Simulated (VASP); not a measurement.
# Mg12NO in VASP: further runs, part 2 of 2

VASP 6.6.1.

## Step 4: Single point, PBE

The input, INCAR:

```
SYSTEM = Mg12NO
ALGO     = Normal         ! electronic algorithm
EDIFF    = 1E-6           ! SCF threshold, eV
ENCUT    = 520            ! plane-wave cutoff, eV
GGA      = PE             ! functional
ISIF     = 2              ! what is computed and relaxed
ISMEAR   = -1             ! smearing method
LASPH    = .True.         ! aspherical terms in the spheres
LCHARG   = .True.         ! write CHGCAR
LELF     = .True.         ! ELF
LREAL    = .False.        ! projectors in reciprocal space
LVHAR    = .True.       
LWAVE    = .False.        ! write WAVECAR
NBANDS   = 30             ! bands
NELM     = 60             ! most SCF steps
PREC     = Accurate       ! precision mode
SIGMA    = 0.05           ! smearing width, eV
```

The input, KPOINTS:

```
k-points
0
Gamma
  2 2 1
  0 0 0
```

The input, POSCAR:

```
Mg12NO
1.0
    6.4200000000      0.0000000000      0.0000000000
    3.2100000000      5.5598830000      0.0000000000
    0.0000000000      0.0000000000     18.2130400000
Mg N O
12 1 1
Direct
    0.0000000000      0.0000000000      0.0549057159
    0.5000000000      0.0000000000      0.0549057159
    0.0000037321      0.4999925358      0.0549057159
    0.5000037321      0.4999925358      0.0549057159
   -0.2388365444      0.4452431823      0.1827811282
    0.2253830413      0.4932837615      0.1889086061
   -0.2223813069      0.9325196232      0.1874590952
    0.2263442509      0.9896790994      0.2132592911
   -0.0446441257     -0.0372849573      0.3518907332
    0.4792823548      0.0305941690      0.3506828075
   -0.0860690918      0.5417020466      0.3294288049
    0.4564254066      0.5160899969      0.3471468794
    0.5287705195      0.2384402693      0.4356713651
    0.5143988520      0.2452209876      0.5052588695
```

Potentials or basis: VASP PAW PBE potentials, release 64 (Mg, N, O).

Launch:

```bash
$ cat potpaw_PBE.64/Mg/POTCAR potpaw_PBE.64/N/POTCAR potpaw_PBE.64/O/POTCAR > POTCAR
$ mpirun -np 1 vasp_std > vasp.out
```

OUTCAR:

```text
SYSTEM = Mg12NO
   EDIFF = 1E-6
   ENCUT = 520
   GGA = PE
   ISIF = 2
   ISMEAR = -1
   LASPH = .True.
   LREAL = .False.
   NELM = 60
   PREC = Accurate

 ion  position               nearest neighbor table
   1  0.000  0.000  0.055-   7 2.94   3 3.21   4 3.21   2 3.21   2 3.21   4 3.21   3 3.21   8 3.22
                             5 3.40
   2  0.500  0.000  0.055-   7 2.90   4 3.21   3 3.21   1 3.21   1 3.21   3 3.21   4 3.21   8 3.39

   3  0.000  0.500  0.055-   6 2.83   5 2.90   1 3.21   2 3.21   4 3.21   4 3.21   2 3.21   1 3.21
                             7 3.41
   4  0.500  0.500  0.055-   5 2.79   6 3.02   2 3.21   1 3.21   3 3.21   3 3.21   1 3.21   2 3.21

   5  0.761  0.445  0.183-   4 2.79   3 2.90   8 3.01  11 3.01   6 3.15   7 3.18   7 3.24   6 3.30
                             1 3.40  12 3.48   8 3.51
   6  0.225  0.493  0.189-   3 2.83   7 2.85   4 3.02   5 3.15  11 3.17   8 3.22   8 3.26  12 3.28
                             5 3.30   7 3.57
   7  0.778  0.933  0.187-   6 2.85   2 2.90   1 2.94   8 3.12   5 3.18   5 3.24   9 3.24  11 3.40
                             8 3.40   3 3.41  10 3.42   6 3.57
   8  0.226  0.990  0.213-   5 3.01  10 3.07   7 3.12   9 3.12   1 3.22   6 3.22   6 3.26   2 3.39
                             7 3.40   5 3.51  12 3.59
   9  0.955  0.963  0.352-  10 2.86  11 2.87  12 3.06   8 3.12   7 3.24  12 3.39  10 3.60  11 3.61

  10  0.479  0.031  0.351-  13 2.17   9 2.86  11 3.00  12 3.05   8 3.07  12 3.38   7 3.42  11 3.49
                             9 3.60
  11  0.914  0.542  0.329-   9 2.87  10 3.00   5 3.01  12 3.04   6 3.17   7 3.40  12 3.42  10 3.49
                             9 3.61
  12  0.456  0.516  0.347-  13 2.27  11 3.04  10 3.05   9 3.06   6 3.28  10 3.38   9 3.39  11 3.42
                             5 3.48   8 3.59
  13  0.529  0.238  0.436-  14 1.27  10 2.17  12 2.27
  14  0.514  0.245  0.505-  13 1.27

  LATTYP: Found a hexagonal cell.
 ALAT       =     6.4199999201
 C/A-ratio  =     2.8369221537
[... 167 lines left out ...]
 non-spin polarized calculation
  energy-cutoff  :      520.00
  volume of cell :      650.10
 maximum number of plane-waves:     17580
 NGX is ok and might be reduce to    48
   NGX = 23   NGY = 23   NGZ = 67

 number of electron      34.9999998 magnetization

 Free energy of the ion-electron system (eV)
  ---------------------------------------------------
  ext. energy  EPLUGINS =         0.00000000
  ---------------------------------------------------
  free energy    TOTEN  =       -28.83285223 eV

  energy without entropy =      -28.76660224  energy(sigma->0) =      -28.79972723

 E-fermi :  -1.0340     XC(G=0):  -4.8271

 val. band max:       -1.0488540663   @ k =   0.5000   0.5000   0.0000
 cond. band min:      -0.8769659031   @ k =   0.0000   0.0000   0.0000
 fundamental gap:      0.1718881632
 Fermi energy:        -1.0339910792

 k-point     1 :       0.0000    0.0000    0.0000
  band No.  band energies     occupation
      1     -24.1516      2.00000
      2     -12.9843      2.00000
      3      -7.9111      2.00000
      4      -7.3992      2.00000
      5      -6.9822      2.00000
      6      -6.8870      2.00000
[... 117 lines left out ...]
     28       1.8466      0.00000
     29       1.9771      0.00000
 [bands above 29 left out]

------------------------ aborting loop because EDIFF is reached ----------------------------------------

  FORCE on cell =-STRESS in cart. coord.  units (eV):
  Direction    XX          YY          ZZ          XY          YZ          ZX
  --------------------------------------------------------------------------------------
  -------------------------------------------------------------------------------------
  Total       -0.9566752     -4.1161834     -2.3698098      0.1208110     -0.2760454      2.3035677
  in kB       -2.3577186    -10.1443022     -5.8403780      0.2977378     -0.6803119      5.6771247
  external PRESSURE =      -6.1141330 kB  Pullay stress =       0.0000000 kB

 VOLUME and BASIS-vectors are now :
 -----------------------------------------------------------------------------
  energy-cutoff  :      520.00
  volume of cell :      650.10
      direct lattice vectors                 reciprocal lattice vectors
     6.420000000  0.000000000  0.000000000     0.155763240 -0.089929950  0.000000000
     3.210000000  5.559883000  0.000000000     0.000000000  0.179859900  0.000000000
     0.000000000  0.000000000 18.213040000     0.000000000  0.000000000  0.054905716

 POSITION                                       TOTAL-FORCE (eV/Angst)
 -----------------------------------------------------------------------------------
      0.00000      0.00000      1.00000         0.326065     -0.040197     -0.162426
      3.21000      0.00000      1.00000        -0.455856     -0.105921     -0.061733
      1.60500      2.77990      1.00000        -0.136537      0.070850     -0.739255
      4.81500      2.77990      1.00000        -0.163222      0.329017     -0.524062
      6.31590      2.47550      3.32900        -0.295726      0.144511      0.721449
      3.03040      2.74260      3.44060         0.609615     -0.570586      0.663332
      7.98570      5.18470      3.41420        -0.476451      0.436008      0.687795
      4.63000      5.50250      3.88410         0.379701     -0.365653      0.056633
      9.22370      5.35258      6.40900         0.538508      0.727674      0.021793
      3.17520      0.17010      6.38700        -0.676578      0.093760      0.175096
      7.60630      3.01180      5.99990         0.180623     -0.659981     -0.030003
      4.58690      2.86940      6.32260         0.030839     -0.101971      0.162251
      4.16010      1.32570      7.93490        -0.068819      0.129293      0.942625
      4.08960      1.36340      9.20230         0.207838     -0.086804     -1.913495
 -----------------------------------------------------------------------------------
    total drift:                                0.000399      0.000268      0.000235

  FREE ENERGIE OF THE ION-ELECTRON SYSTEM (eV)
  ---------------------------------------------------
  free  energy   TOTEN  =       -28.8328522294 eV

  energy  without entropy=      -28.7666022363  energy(sigma->0) =      -28.79972723
```

Wall time 5.5 min (1 thread of Intel Xeon Platinum 8375C at 2.90GHz (Ice Lake), shared host); peak memory 0.69 GiB.

What came out:

- Free energy: -28.8329 eV
- Largest force: 1.927 eV/Å

Forces in eV/Å, atoms in the order of the input:
```
Mg   0.326 -0.040 -0.162
Mg  -0.456 -0.106 -0.062
Mg  -0.137  0.071 -0.739
Mg  -0.163  0.329 -0.524
Mg  -0.296  0.145  0.721
Mg   0.610 -0.571  0.663
Mg  -0.476  0.436  0.688
Mg   0.380 -0.366  0.057
Mg   0.539  0.728  0.022
Mg  -0.677  0.094  0.175
Mg   0.181 -0.660 -0.030
Mg   0.031 -0.102  0.162
N   -0.069  0.129  0.943
O    0.208 -0.087 -1.913
```

Levels at points of the mesh, in eV from the Fermi level:
```
           k point  band 15  band 16  band 17  band 18  band 19  band 20
(0.00, 0.00, 0.00)    -0.94    -0.77    -0.72    -0.43    -0.29    -0.07
(0.50, 0.00, 0.00)    -1.08    -0.24    -0.04     0.28     0.69     0.91
(0.50, 0.50, 0.00)    -1.14    -0.21    -0.01     0.21     0.73     1.02
(0.00, 0.50, 0.00)    -1.23    -0.15    -0.14     0.32     0.64     0.83
```

Caveat: the k points lie up to 0.57 Å⁻¹ apart; an odd number of electrons without spin polarisation forces a metal; a magnetic or distorted state may lie lower.
